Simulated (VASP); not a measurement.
Here is a VASP 6.6.1 calculation.

INCAR

```
ALGO = Normal
EDIFF = 1E-6
ENCUT = 520
GGA = PE
ISIF = 2
ISMEAR = -1
LASPH = T
LCHARG = F
LREAL = F
LWAVE = F
NBANDS = 16
NELM = 60
PREC = Accurate
SIGMA = 0.05
```

The input KPOINTS:

```
k-points
0
Gamma
  14 14 13
```

The input POSCAR:

```
WC
1.0
    2.9005014360      0.0000000000      0.0000000000
   -1.4502507180      2.5119079273      0.0000000000
    0.0000000000      0.0000000000      2.8290000000
W C
1 1
Direct
    0.0000000000      0.0000000000      0.0000000000
    0.6666666667      0.3333333333      0.5000000000
```

Potentials or basis: VASP PAW PBE potentials, release 64 (W_sv, C).

Launch:

```sh
$ cat potpaw_PBE.64/W_sv/POTCAR potpaw_PBE.64/C/POTCAR > POTCAR
$ mpirun -np 1 vasp_std > vasp.out
```

Q: Estimate the pressure.

A: 9.7 GPa.

Q: Predict the band gap on the k mesh.

A: Zero (bands 9 and 10 overlap by 1.32 eV).

Stress tensor (GPa, compression positive):
```
 9.30  0.00  0.00
 0.00  9.30  0.00
 0.00  0.00 10.40
```

Caveat: the cell stands under pressure; spin-orbit coupling is left out, which moves the levels of the heavy elements.
